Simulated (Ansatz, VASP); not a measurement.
**Ag: VASP beside Ansatz**

File INCAR:

```
SYSTEM = Ag
PREC     = Accurate       ! precision mode
ENCUT    = 500            ! plane-wave cutoff, eV
EDIFF    = 1E-6           ! SCF threshold, eV
ISMEAR   = 1              ! smearing method
SIGMA    = 0.1            ! smearing width, eV
LREAL    = .False.        ! projectors in reciprocal space
LASPH    = .True.         ! aspherical terms in the spheres
NELM     = 120            ! most SCF steps
ALGO     = Normal         ! electronic algorithm
ISIF     = 2              ! what is computed and relaxed
LWAVE    = .False.        ! write WAVECAR
LCHARG   = .True.         ! write CHGCAR
GGA      = CA             ! functional
LELF     = .True.         ! ELF
LVHAR    = .True.       
NBANDS   = 18             ! bands
GGA_COMPAT= .False.
```

The input KPOINTS:

```
regular mesh
0
Gamma
  18 18 10
  0 0 0
```

The input POSCAR:

```
Ag
1.0
    2.9299980804      0.0000000000      0.0000000000
   -1.4649990402      2.5374527707      0.0000000000
    0.0000000000      0.0000000000      4.0715000000
Ag
2
Direct
    0.3333333333      0.6666666667      0.2500000000
    0.6666666667      0.3333333333      0.7500000000
```

Input for Ansatz:

```yaml
crystal:
  lattice:
    - [2.9299980804, 0.0, 0.0]
    - [-1.4649990402, 2.5374527707, 0.0]
    - [0.0, 0.0, 4.0715]
  atoms:
    - { symbol: Ag, position: [0.3333333333, 0.6666666667, 0.25] }
    - { symbol: Ag, position: [0.6666666667, 0.3333333333, 0.75] }
basis:
  ecutwfc: 420
kpoints:
  mp_grid: { grid: [18, 18, 10] }
hamiltonian:
  xc: lda
scf:
  occupations: { method: methfessel_paxton, width: 0.1 }
output:
  forces: true
  stress: true
  eigenvalues: true
```

Change from the starting cell: strain -0.1500 x Voigt [0, 0, 1, 0, 0, 0], atoms carried along.

Alike in both runs: task single point; functional LDA; k mesh 18 × 18 × 10; occupations methfessel-paxton of order 1, width 0.1 eV; no spin polarisation.

|  | VASP | Ansatz |
| --- | --- | --- |
| version | VASP 6.6.1 | Ansatz 0.2.0 |
| potentials or method | VASP PAW LDA potentials, release 64 (Ag), cutoff 500 eV | scalar-relativistic, plane waves, PAW |
| valence electrons in the cell | 22 | 38 |

```tsv
	VASP	Ansatz	Ansatz less VASP
gap on the k mesh at the Fermi level (eV)	none	none	-
pressure (GPa)	14.4	14.2	-0.16
traceless stress, the component that is largest in VASP (GPa)	14.27	14.27	0.000
```

LDA's correlation is that of Perdew and Zunger in VASP and of Perdew and Wang (1992) in Ansatz. A gap of «none» marks a metal or a gap that the smearing closes. VASP's potentials hold 22 valence electrons a cell and Ansatz's 38, so a difference there can come from the potentials and not from the codes.
